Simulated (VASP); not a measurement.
# LuBe3 (Pm-3m) in VASP: further runs

The runs below take LuBe3 through single point, relaxation of cell and atoms, with PBE.

Everything below comes from runs of VASP 6.6.1. Logs are shortened: lines on timing, memory, paths and dates and some standing lists are left out, and cuts for length are marked.

## 1. The cell of the first run

The structure is cubic, space group Pm-3m (No. 221). The conventional cell has a = 3.547 Å, b = 3.547 Å, c = 3.547 Å, α = 90.00°, β = 90.00°, γ = 90.00°. Within 3.3 Å of Lu (site symmetry m-3m) lie 12 Be at 2.51 Å. Be (site symmetry 4/mmm) has 4 Lu at 2.51 Å and 8 Be at 2.51 Å within 3.3 Å.

The cell was generated, and may not be a known phase.

## 2. Single point, PBE

INCAR reads:

```
PREC = Accurate
ENCUT = 520
EDIFF = 1E-7
ISMEAR = 0
SIGMA = 0.1
LREAL = False
LASPH = True
NELM = 60
ALGO = Normal
ISIF = 2
LWAVE = False
LCHARG = False
GGA = PE
NBANDS = 24
```

KPOINTS reads:

```
Automatic mesh
0
Gamma
  6 6 6
```

POSCAR reads:

```
LuBe3
1.0
    3.5470869600      0.0000000000      0.0000000000
    0.0000000000      3.5470869600      0.0000000000
    0.0000000000      0.0000000000      3.5470869600
Lu Be
1 3
Direct
    0.0000000000      0.0000000000      0.0000000000
    0.0000000000      0.5000000000      0.5000000000
    0.5000000000      0.0000000000      0.5000000000
    0.5000000000      0.5000000000      0.0000000000
```

Potentials or basis: VASP PAW PBE potentials, release 64 (Lu, Be).

Started as:

```console
> cat potpaw_PBE.64/Lu/POTCAR potpaw_PBE.64/Be/POTCAR > POTCAR
> mpirun -np 1 vasp_std > vasp.out
```

OUTCAR:

```text
PREC = Accurate
   ENCUT = 520
   EDIFF = 1E-7
   ISMEAR = 0
   LREAL = False
   LASPH = True
   NELM = 60
   ISIF = 2
   GGA = PE

 ion  position               nearest neighbor table
   1  0.000  0.000  0.000-   2 2.51   3 2.51   4 2.51   2 2.51   3 2.51   2 2.51   4 2.51   2 2.51
                             3 2.51   4 2.51   3 2.51   4 2.51
   2  0.000  0.500  0.500-   1 2.51   1 2.51   1 2.51   1 2.51
   3  0.500  0.000  0.500-   1 2.51   1 2.51   1 2.51   1 2.51
   4  0.500  0.500  0.000-   1 2.51   1 2.51   1 2.51   1 2.51

  LATTYP: Found a simple cubic cell.
 ALAT       =     3.5470869600

  Lattice vectors:

 A1 = (   3.5470869600,   0.0000000000,   0.0000000000)
 A2 = (   0.0000000000,   3.5470869600,   0.0000000000)
 A3 = (   0.0000000000,   0.0000000000,   3.5470869600)

Analysis of symmetry for initial positions (statically):
=====================================================================
 Subroutine PRICEL returns:
 Original cell was already a primitive cell.

 Routine SETGRP: Setting up the symmetry group for a
 simple cubic supercell.

 Subroutine GETGRP returns: Found 48 space group operations
 (whereof 48 operations were pure point group operations)
 out of a pool of 48 trial point group operations.

The static configuration has the point symmetry O_h .

Analysis of symmetry for dynamics (positions and initial velocities):
=====================================================================
 Subroutine PRICEL returns:
 Original cell was already a primitive cell.

 Routine SETGRP: Setting up the symmetry group for a
 simple cubic supercell.

 Subroutine GETGRP returns: Found 48 space group operations
 (whereof 48 operations were pure point group operations)
 out of a pool of 48 trial point group operations.

The dynamic configuration has the point symmetry O_h .

 Subroutine INISYM returns: Found 48 space group operations
 (whereof 48 operations are pure point group operations),
 and found     1 'primitive' translations

----------------------------------------------------------------------------------------

                                     Primitive cell

  volume of cell :      44.6288

  direct lattice vectors                    reciprocal lattice vectors
     3.547086960  0.000000000  0.000000000     0.281921478  0.000000000  0.000000000
     0.000000000  3.547086960  0.000000000     0.000000000  0.281921478  0.000000000
     0.000000000  0.000000000  3.547086960     0.000000000  0.000000000  0.281921478

  length of vectors
     3.547086960  3.547086960  3.547086960     0.281921478  0.281921478  0.281921478

  position of ions in fractional coordinates (direct lattice)
     0.000000000  0.000000000  0.000000000
     0.000000000  0.500000000  0.500000000
     0.500000000  0.000000000  0.500000000
     0.500000000  0.500000000  0.000000000

  ion indices of the primitive-cell ions
   primitive index   ion index
                 1           1
                 2           2
                 3           3
                 4           4

----------------------------------------------------------------------------------------

 KPOINTS: Automatic mesh

Automatic generation of k-mesh.
 Grid dimensions read from file:
 generate k-points for:    6    6    6

 Generating k-lattice:

  Cartesian coordinates                     Fractional coordinates (reciprocal lattice)
     0.046986913  0.000000000  0.000000000     0.166666667  0.000000000  0.000000000
     0.000000000  0.046986913  0.000000000     0.000000000  0.166666667  0.000000000
     0.000000000  0.000000000  0.046986913     0.000000000  0.000000000  0.166666667

  Length of vectors
     0.046986913  0.046986913  0.046986913

  Shift w.r.t. Gamma in fractional coordinates (k-lattice)
     0.000000000  0.000000000  0.000000000

 Subroutine IBZKPT returns following result:
 ===========================================

 Found     20 irreducible k-points:

 Following reciprocal coordinates:
            Coordinates               Weight
  0.000000  0.000000  0.000000      1.000000
  0.166667  0.000000  0.000000      6.000000
  0.333333  0.000000  0.000000      6.000000
  0.500000  0.000000  0.000000      3.000000
  0.166667  0.166667  0.000000     12.000000
  0.333333  0.166667  0.000000     24.000000
[... 12 lines left out ...]
  0.500000  0.500000  0.333333      6.000000
  0.500000  0.500000  0.500000      1.000000
   k-points           NKPTS =     20   k-points in BZ     NKDIM =     20   number of bands    NBANDS=     24
   number of dos      NEDOS =    301   number of ions     NIONS =      4
   total plane-waves  NPLWV =  21952
   dimension x,y,z NGX =    28 NGY =   28 NGZ =   28
   dimension x,y,z NGXF=    56 NGYF=   56 NGZF=   56
   ions per type =               1   3
   NGX,Y,Z   is equivalent  to a cutoff of  13.12, 13.12, 13.12 a.u.
   NGXF,Y,Z  is equivalent  to a cutoff of  26.25, 26.25, 26.25 a.u.
 SYSTEM =  unknown system
   PREC   = accura    normal or accurate (medium, high low for compatibility)
   ISTART =      0    job   : 0-new  1-cont  2-samecut
   ICHARG =      2    charge: 1-file 2-atom 10-const
   ISPIN  =      1    spin polarized calculation?
   LNONCOLLINEAR =      F non collinear calculations
   LSORBIT =      F    spin-orbit coupling
   LASPH  =      T    aspherical Exc in radial PAW
   ENCUT  =  520.0 eV  38.22 Ry    6.18 a.u.   6.60  6.60  6.60*2*pi/ulx,y,z
   NELM   =     60;   NELMIN=  2; NELMDL= -5     # of ELM steps
   EDIFF  = 0.1E-06   stopping-criterion for ELM
   LREAL  =      F    real-space projection
   EDIFFG = 0.1E-05   stopping-criterion for IOM
   NSW    =      0    number of steps for IOM
   IBRION =     -1    ionic relax: 0-MD 1-quasi-New 2-CG
   NFREE  =      0    steps in history (QN), initial steepest desc. (CG)
   ISIF   =      2    stress and relaxation
   ISYM   =      2    0-nonsym 1-usesym 2-fastsym
   POTIM  = 0.5000    time-step for ionic-motion
   TEBEG  =    0.0;   TEEND  =   0.0 temperature during run
   PSTRESS=    0.0 pullay stress
   NELECT =      31.0000    total number of electrons
   NUPDOWN=      -1.0000    fix difference up-down
   EMIN   =  10.00;   EMAX   =-10.00  energy-range for DOS
   EFERMI =   0.00;   METHOD = LEGACY
   ISMEAR =     0;   SIGMA  =   0.10  broadening in eV -4-tet -1-fermi 0-gaus
   EFERMI_NEDOS =   21; number of points for ismear=-14 and -15
   IALGO  =     38    algorithm
   IMIX   =      4    mixing-type and parameters
     AMIX     =   0.40;   BMIX     =  1.00
     AMIX_MAG =   1.60;   BMIX_MAG =  1.00
  volume/ion in A,a.u.               =      11.16        75.29
  Fermi-wavevector in a.u.,A,eV,Ry     =   1.449852  2.739822 28.600395  2.102070
  Thomas-Fermi vector in A             =   2.567531
   LORBIT       =      0    0 simple, 1 ext, 2 COOP (PROOUT), +10 PAW based schemes
   GGA     = PE    functional components
   LHFCALC =     F    Hartree Fock is set to
   AEXX    =    0.0000 exact exchange contribution
   IVDW    =     0    specifies the selected vdW correction
   LEPSILON=     F    determine dielectric tensor
   LRPA    =     F    only Hartree local field effects (RPA)
 non-spin polarized calculation
 Gauss-broadening in eV      SIGMA  =   0.10
  energy-cutoff  :      520.00
  volume of cell :       44.63
 maximum number of plane-waves:      1222
 NGX is ok and might be reduce to    28
   NGX = 13   NGY = 13   NGZ = 13

 number of electron      31.0000011 magnetization

 Free energy of the ion-electron system (eV)
  ---------------------------------------------------
  ext. energy  EPLUGINS =         0.00000000
  ---------------------------------------------------
  free energy    TOTEN  =       -13.22190324 eV

  energy without entropy =      -13.19975375  energy(sigma->0) =      -13.21082850

 E-fermi :   4.2018     XC(G=0): -11.4526

 val. band max:        4.1938594672   @ k =   0.3333   0.1667   0.1667
 cond. band min:       4.2519689338   @ k =   0.5000   0.3333   0.1667
 fundamental gap:      0.0581094666
 Fermi energy:         4.2017780675

 k-point     1 :       0.0000    0.0000    0.0000
  band No.  band energies     occupation
      1     -49.8818      2.00000
      2     -20.6383      2.00000
      3     -20.6383      2.00000
      4     -20.6383      2.00000
      5      -4.0456      2.00000
      6       0.8532      2.00000
[... 16 lines left out ...]
     23      11.6742      0.00000
     24      11.6742      0.00000

 k-point     2 :       0.1667    0.0000    0.0000
  band No.  band energies     occupation
      1     -49.8798      2.00000
      2     -20.7090      2.00000
      3     -20.6297      2.00000
      4     -20.6297      2.00000
      5      -3.6815      2.00000
      6       0.8500      2.00000
[... 16 lines left out ...]
     23      13.3726      0.00000
     24      13.3726      0.00000

 k-point     3 :       0.3333    0.0000    0.0000
  band No.  band energies     occupation
      1     -49.8757      2.00000
      2     -20.8469      2.00000
      3     -20.6126      2.00000
      4     -20.6126      2.00000
      5      -2.6886      2.00000
      6       0.5108      2.00000
[... 16 lines left out ...]
     23      13.8139      0.00000
     24      13.8139      0.00000
[... 406 lines left out ...]
 k-point    19 :       0.5000    0.5000    0.3333
  band No.  band energies     occupation
      1     -49.8592      2.00000
      2     -20.8621      2.00000
      3     -20.8621      2.00000
      4     -20.7862      2.00000
      5       0.0574      2.00000
      6       0.8923      2.00000
[... 16 lines left out ...]
     23      15.2940      0.00000
     24      15.2940      0.00000

 k-point    20 :       0.5000    0.5000    0.5000
  band No.  band energies     occupation
      1     -49.8570      2.00000
      2     -20.8553      2.00000
      3     -20.8553      2.00000
      4     -20.8553      2.00000
      5       0.4456      2.00000
      6       0.9042      2.00000
[... 16 lines left out ...]
     23      16.6128      0.00000
     24      16.6154      0.00000

------------------------ aborting loop because EDIFF is reached ----------------------------------------

  FORCE on cell =-STRESS in cart. coord.  units (eV):
  Direction    XX          YY          ZZ          XY          YZ          ZX
  --------------------------------------------------------------------------------------
  -------------------------------------------------------------------------------------
  Total        8.0608478      8.0608478      8.0608478     -0.0000000      0.0000000     -0.0000000
  in kB      289.3848528    289.3848528    289.3848528     -0.0000000      0.0000000     -0.0000000
  external PRESSURE =     289.3848528 kB  Pullay stress =       0.0000000 kB

 VOLUME and BASIS-vectors are now :
 -----------------------------------------------------------------------------
  energy-cutoff  :      520.00
  volume of cell :       44.63
      direct lattice vectors                 reciprocal lattice vectors
     3.547086960  0.000000000  0.000000000     0.281921478  0.000000000  0.000000000
     0.000000000  3.547086960  0.000000000     0.000000000  0.281921478  0.000000000
     0.000000000  0.000000000  3.547086960     0.000000000  0.000000000  0.281921478

 POSITION                                       TOTAL-FORCE (eV/Angst)
 -----------------------------------------------------------------------------------
      0.00000      0.00000      0.00000         0.000000      0.000000      0.000000
      0.00000      1.77354      1.77354         0.000000      0.000000      0.000000
      1.77354      0.00000      1.77354         0.000000      0.000000      0.000000
      1.77354      1.77354      0.00000         0.000000      0.000000      0.000000
 -----------------------------------------------------------------------------------
    total drift:                               -0.000000     -0.000000     -0.000000

  FREE ENERGIE OF THE ION-ELECTRON SYSTEM (eV)
  ---------------------------------------------------
  free  energy   TOTEN  =       -13.2219032407 eV

  energy  without entropy=      -13.1997537505  energy(sigma->0) =      -13.21082850
```

Run time: 12 s. Hardware: 1 thread of Intel Xeon 6975P-C (Granite Rapids), shared host; peak memory 0.17 GiB.

Results:

```
Free energy            : -13.2219 eV
Pressure               : 28.9 GPa
Band gap on the k mesh : zero (an odd number of electrons rules out a gap without spin polarisation)
```

Caveat: the cell stands under pressure; spin-orbit coupling is left out, which moves the levels of the heavy elements.

## 3. Single point, PBE

This run uses another cell than the first one, of 14.16 Å³/atom.

INCAR reads:

```
SYSTEM = LuBe3
PREC = Accurate
ENCUT = 520
EDIFF = 1E-7
ISMEAR = 0
SIGMA = 0.1
LREAL = .FALSE.
LASPH = .TRUE.
NELM = 100
ALGO = Normal
ISIF = 2
LWAVE = .FALSE.
LCHARG = .TRUE.
GGA = PE
LELF = .TRUE.
LVHAR = .TRUE.
NBANDS = 24
```

KPOINTS reads:

```
Automatic mesh
0
G
  6 6 6
  0 0 0
```

POSCAR reads:

```
LuBe3
1.0
    3.8408169357      0.0000000000      0.0000000000
    0.0000000000      3.8408169357      0.0000000000
    0.0000000000      0.0000000000      3.8408169357
Lu Be
1 3
Direct
    0.0000000000      0.0000000000      0.0000000000
    0.0000000000      0.5000000000      0.5000000000
    0.5000000000      0.0000000000      0.5000000000
    0.5000000000      0.5000000000      0.0000000000
```

Potentials or basis: VASP PAW PBE potentials, release 64 (Lu, Be).

Started as:

```console
> cat potpaw_PBE.64/Lu/POTCAR potpaw_PBE.64/Be/POTCAR > POTCAR
> mpirun -np 1 vasp_std > vasp.out
```

Wall time 14 s (1 thread of Intel Xeon 6975P-C (Granite Rapids), shared host); peak memory 0.19 GiB.

It converged, with:

```yaml
Free_energy: -14.1614 eV
Pressure: 0.2 GPa
Band_gap_on_the_k_mesh: zero (an odd number of electrons rules out a gap without spin polarisation)
```

Levels at points of the mesh, in eV from the Fermi level:
```tsv
k point	band 13	band 14	band 15	band 16	band 17	band 18
(0.00, 0.00, 0.00)	-0.50	-0.50	0.43	0.43	0.43	4.42
(0.50, 0.00, 0.00)	-3.72	-0.28	-0.23	-0.23	3.65	3.65
(0.50, 0.50, 0.00)	-3.13	-2.31	-2.31	0.96	0.96	4.01
(0.50, 0.50, 0.50)	-2.07	-2.07	-2.07	-0.64	-0.64	-0.64
```

Caveat: spin-orbit coupling is left out, which moves the levels of the heavy elements.

## 4. Relaxation of cell and atoms, PBE

INCAR reads:

```
PREC = Accurate ; ENCUT = 600
EDIFF = 1E-6 ; ISMEAR = 0
SIGMA = 0.1 ; LREAL = False
LASPH = True ; NELM = 100
ALGO = Normal ; ISIF = 3
LWAVE = False ; LCHARG = False
GGA = PE ; IBRION = 2
NSW = 90 ; EDIFFG = -0.04
```

KPOINTS reads:

```
regular mesh
0
Gamma
  6 6 6
```

POSCAR reads:

```
LuBe3
1.0
    3.5470869600      0.0000000000      0.0000000000
    0.0000000000      3.5470869600      0.0000000000
    0.0000000000      0.0000000000      3.5470869600
Lu Be
1 3
Direct
    0.0000000000      0.0000000000      0.0000000000
    0.0000000000      0.5000000000      0.5000000000
    0.5000000000      0.0000000000      0.5000000000
    0.5000000000      0.5000000000      0.0000000000
```

Started as:

```console
> cat potpaw_PBE.64/Lu/POTCAR potpaw_PBE.64/Be/POTCAR > POTCAR
> mpirun -np 1 vasp_std > vasp.out
```

It took 33 s on 1 thread of Intel Xeon 6975P-C (Granite Rapids), shared host; peak memory 0.18 GiB.

It converged, with:

```
Free energy                           : -14.1595 eV
Relaxed volume                        : 14.11 Å³/atom
Relaxed cell                          : a = 3.836 Å, b = 3.836 Å, c = 3.836 Å, α = 90.00°, β = 90.00°, γ = 90.00°
Space group after relaxing (to 0.1 Å) : Pm-3m (No. 221)
Energy gained by relaxing             : 234.2 meV/atom
Ionic steps                           : 3
Pressure after relaxing               : 0.3 GPa
Band gap on the k mesh                : zero (an odd number of electrons rules out a gap without spin polarisation)
```

The path:
```csv
step,energy change (eV),largest force (eV/Å),pressure (GPa),volume (Å³)
1,0.0000,0.0000,28.94,44.63
2,-0.9174,0.0000,-3.68,58.95
3,-0.9367,0.0000,0.32,56.45
```

Final structure:
```yaml
crystal:
  lattice:
    - [3.83614, 0.00000, 0.00000]
    - [0.00000, 3.83614, 0.00000]
    - [0.00000, 0.00000, 3.83614]
  atoms:
    - { symbol: Lu, position: [0.00000, 0.00000, 0.00000] }
    - { symbol: Be, position: [0.00000, 0.50000, 0.50000] }
    - { symbol: Be, position: [0.50000, 0.00000, 0.50000] }
    - { symbol: Be, position: [0.50000, 0.50000, 0.00000] }
```

Levels at points of the mesh, in eV from the Fermi level:
```csv
k point,band 11,band 12,band 13,band 14,band 15,band 16,band 17,band 18,band 19
"(0.00, 0.00, 0.00)",-3.75,-3.73,-0.50,-0.50,0.44,0.44,0.44,4.43,4.43
"(0.50, 0.00, 0.00)",-3.73,-3.71,-3.71,-0.28,-0.23,-0.23,3.67,3.67,4.80
"(0.50, 0.50, 0.00)",-3.72,-3.70,-3.14,-2.30,-2.30,0.96,0.96,4.02,4.35
"(0.50, 0.50, 0.50)",-3.73,-2.10,-2.07,-2.07,-2.07,-0.63,-0.63,-0.63,4.53
```

Caveat: the volume moved by over 15 % at a fixed basis, so the end points are rough; spin-orbit coupling is left out, which moves the levels of the heavy elements.

(Part 1 of 3 ends here.)

The gap in the log of VASP goes by the Fermi energy; the results here count the filled bands.